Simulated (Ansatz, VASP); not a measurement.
Ta5W: VASP beside Ansatz

```xyz
6
Lattice="3.3196 0.0000 0.0000 0.0000 3.3196 0.0000 0.0000 0.0000 24.2989" Properties=species:S:1:pos:R:3 pbc="T T T"
Ta    0.8299    0.8299    8.1827
Ta    2.4897    2.4897    9.6412
Ta    2.4897    2.4897   13.0146
Ta    0.8299    0.8299   14.6577
Ta    2.4897    2.4897   16.1162
W     0.8299    0.8299   11.2843
```

Alike in both runs: task single point; functional PBE; k mesh 12 × 12 × 1; occupations fermi-dirac, width 0.08 eV; no spin polarisation.

```csv
,VASP,Ansatz
version,VASP 6.6.1,Ansatz 0.2.0
potentials or method,"VASP PAW PBE potentials, release 64 (Ta_pv, W_sv), cutoff 520 eV","all-electron LAPW, scalar-relativistic"
```

```csv
,VASP,Ansatz,Ansatz less VASP
rms of the force components (eV/Å),0.390,0.392,+0.0018
```

Ansatz ran all-electron here, and VASP with PAW potentials. Ansatz's warnings: vacuum below fermi.

Spin-orbit coupling is off throughout.
